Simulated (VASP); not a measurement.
A run of VASP 6.6.1 is set up as follows.

File INCAR:

```
SYSTEM = La4ZrO
ALGO = Normal
EDIFF = 1E-7
ENCUT = 520
GGA = PE
ISIF = 2
ISMEAR = 0
LASPH = .True.
LCHARG = .True.
LELF = .True.
LREAL = .False.
LVHAR = .True.
LWAVE = .False.
NBANDS = 40
NELM = 80
PREC = Accurate
SIGMA = 0.1
```

KPOINTS

```
k-points
0
Gamma
  4 4 4
  0 0 0
```

POSCAR

```
La4ZrO
1.0
    0.0000000000      4.4882701461      4.4882701461
    4.4882701461      0.0000000000      4.4882701461
    4.4882701461      4.4882701461      0.0000000000
La Zr O
4 1 1
Direct
    0.6255277031      0.1234168906      0.6255277031
    0.1234168906      0.6255277031      0.6255277031
    0.6255277031      0.6255277031      0.6255277031
    0.6255277031      0.6255277031      0.1234168906
    0.0000000000      0.0000000000      0.0000000000
    0.2500000000      0.2500000000      0.2500000000
```

Potentials or basis: VASP PAW PBE potentials, release 64 (La, Zr_sv, O).

Run with:

```sh
$ cat potpaw_PBE.64/La/POTCAR potpaw_PBE.64/Zr_sv/POTCAR potpaw_PBE.64/O/POTCAR > POTCAR
$ mpirun -np 1 vasp_std > vasp.out
```

Q: What does it give for the band gap on the k mesh?

A: Zero (bands 31 and 32 overlap by 0.08 eV).

Q: Estimate the largest force.

A: 0.006 eV/Å.

Forces in eV/Å, atoms in the order of the input:
```
La   0.003 -0.003  0.003
La  -0.003  0.003  0.003
La  -0.003 -0.003 -0.003
La   0.003  0.003 -0.003
Zr   0.000  0.000  0.000
O    0.000  0.000  0.000
```

Caveat: spin-orbit coupling is left out, which moves the levels of the heavy elements.
